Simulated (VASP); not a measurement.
# Pd: single point with PBEsol

Crystal: Pd.

```
Pd
1.0
     0.00000    2.80582    2.80582
     2.80582    0.00000    2.80582
     2.80582    2.80582    0.00000
Pd
2
Direct
  0.12500 0.12500 0.12500
  0.87500 0.87500 0.87500
```

This cell differs from its parent crystal: volume scaled by 0.96.

* Program: VASP 6.6.1
* Task: single point
* Functional: PBEsol
* Potentials or basis: VASP PAW PBE potentials, release 64 (Pd)
* Cutoff: 520 eV
* k mesh: 11 × 11 × 11
* Occupations: fermi-dirac, width 0.1 eV
* Spin: no spin polarisation

```
Pressure               : 3.2 GPa
Band gap on the k mesh : zero (band 10 reaches 4.93 eV, above the bottom of band 11 at 4.47 eV)
```

Levels at points of the mesh, in eV from the Fermi level:
```
           k point  band 8  band 9  band 10  band 11  band 12  band 13
(0.00, 0.00, 0.00)   -1.54   -1.54    -0.17    -0.17    12.30    12.30
```

It took 16 s on 1 thread of Intel(R) Xeon(R) 6975P-C (Granite Rapids), with other jobs on the host, peak memory 0.18 GiB.

Caveat: the PAW data sets were made with another functional, which shifts forces and pressure a little.
